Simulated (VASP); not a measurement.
Runs of VASP 6.6.1 on Zn. The structure is that of space group Fm-3m (No. 225), or close to it. The cells are those of the table. 

| task | level | cell | cutoff (eV) | gap on the mesh (eV) | pressure (GPa) |
| --- | --- | --- | --- | --- | --- |
| single point | r2SCAN | a = 2.846 Å, angles 60.0°, 1 atom | 520 | none | -7.8 |
| single point | PBE | a = 2.833 Å, angles 60.0°, 1 atom | 520 | none | -3.1 |
| single point | PBE | a = 2.868 Å, angles 60.0°, 1 atom | 520 | none | (a) |
| single point | PBE | a = 2.692 Å, angles 60.0°, 1 atom | 520 | none | 8.7 |
| relaxation of cell and atoms | PBE | relaxed from a = 2.779 Å, angles 60.0°, 1 atom | 600 | none | 0.0 |

Alike in all rows: potentials or basis VASP PAW PBE potentials, release 64 (Zn); no spin polarisation; k mesh 18 × 18 × 18; smearing gaussian 0.1 eV.

Task: Fill in the values left out.

Result: (a) -4.9.

Caveats: the PAW data sets were made with another functional, which shifts forces and pressure a little (some runs).

A gap of «none» marks levels without a gap at the run's occupations.
